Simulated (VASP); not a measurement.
# Sn: single point with BLYP

The system is Sn.

```
Sn
1.0
     0.00000    2.48987    2.48987
     2.48987    0.00000    2.48987
     2.48987    2.48987    0.00000
Sn
1
Direct
  0.00000 0.00000 0.00000
```

- Program: VASP 6.6.1
- Task: single point
- Functional: BLYP
- Potentials or basis: VASP PAW PBE potentials, release 64 (Sn_d)
- Cutoff: 520 eV
- k mesh: 18 × 18 × 18
- Occupations: fermi-dirac, width 0.1 eV
- Spin: no spin polarisation
- Dipole correction: no
- Further INCAR settings: ALGO = Normal; EDIFF = 1e-06; NBANDS = 13

| Quantity | Value |
| --- | --- |
| Pressure | 0.1 GPa |
| Band gap on the k mesh | zero (band 7 reaches 13.61 eV, above the bottom of band 8 at 5.57 eV) |

Levels at points of the mesh, in eV from the Fermi level:
| k point | band 4 | band 5 | band 6 | band 7 | band 8 | band 9 | band 10 | band 11 |
| --- | --- | --- | --- | --- | --- | --- | --- | --- |
| (0.00, 0.00, 0.00) | -21.46 | -21.46 | -10.30 | 6.45 | 6.45 | 6.45 | 10.77 | 11.20 |
| (0.50, 0.00, 0.00) | -21.40 | -21.40 | -6.76 | -3.90 | 4.87 | 4.87 | 9.32 | 10.22 |
| (0.50, 0.50, 0.00) | -21.39 | -21.39 | -5.23 | -3.07 | 1.82 | 1.82 | 5.39 | 5.85 |

Run time: 33 s on 1 thread of Intel(R) Xeon(R) 6975P-C (Granite Rapids) (shared host), peak memory 0.2 GiB.

Caveat: the PAW data sets were made with another functional, which shifts forces and pressure a little; spin-orbit coupling is left out, which moves the levels of the heavy elements.
